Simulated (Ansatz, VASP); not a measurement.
## GaP: VASP beside Ansatz

File POSCAR:

```
GaP
1.0
    2.7252500000      2.7252500000      0.0000000000
   -2.7252500000      2.7252500000      0.0000000000
    0.0000000000      2.7252500000      2.7252500000
Ga P
1 1
Direct
    0.0000000000      0.0000000000      0.0000000000
    0.7500000000      0.2500000000      0.5000000000
```

File INCAR.step1:

```
SYSTEM = GaP
ALGO = Normal
EDIFF = 1E-4
ENCUT = 600
GGA = PE
ISMEAR = -1
LASPH = .TRUE.
LCHARG = .FALSE.
LREAL = .FALSE.
LWAVE = .TRUE.
NELM = 80
PREC = Accurate
SIGMA = 0.08
```

Contents of INCAR.step2:

```
SYSTEM = GaP
ALGO = Normal
EDIFF = 1E-6
EDIFFG = -0.002
ENCUT = 600
IBRION = 2
ISIF = 3
ISMEAR = -1
ISTART = 1
LASPH = .TRUE.
LCHARG = .FALSE.
LMIXTAU = .TRUE.
LREAL = .FALSE.
LWAVE = .FALSE.
METAGGA = R2SCAN
NELM = 80
NSW = 100
PREC = Accurate
SIGMA = 0.08
```

Contents of KPOINTS:

```
k-points
0
G
  12 12 12
  0 0 0
```

Input for Ansatz:

```yaml
crystal:
  lattice:
    - [2.72525, 2.72525, 0.0]
    - [-2.72525, 2.72525, 0.0]
    - [0.0, 2.72525, 2.72525]
  atoms:
    - { symbol: Ga, position: [0.0, 0.0, 0.0] }
    - { symbol: P, position: [0.75, 0.25, 0.5] }
kpoints:
  mp_grid: { grid: [12, 12, 12] }
scf:
  occupations: { method: fermi_dirac, width: 0.08 }
hamiltonian:
  xc: r2scan
  pseudopotentials: { kind: paw }
relax:
  f_tol: 0.002
  max_steps: 80
  cell: {}
output:
  forces: true
  stress: true
```

Alike in both runs: task relaxation of cell and atoms; functional r2SCAN; k mesh 12 × 12 × 12; occupations fermi-dirac, width 0.08 eV; no spin polarisation.

```csv
,VASP,Ansatz
version,VASP 6.6.1,Ansatz 0.2.0
potentials or method,"VASP PAW PBE potentials, release 64 (Ga_d, P)","PAW with Ansatz's default frozen-core files, scalar-relativistic"
plane-wave cutoff (eV),600,500
valence electrons in the cell,18,18
```

|  | VASP | Ansatz | Ansatz less VASP |
| --- | --- | --- | --- |
| relaxed volume (Å³/atom) | 20.23 | 20.24 | +0.006 |
| relaxed cell length with the largest relative difference (Å) | 3.854 | 3.854 | +0.0004 |

VASP's potentials were made for PBE, not for r2SCAN.
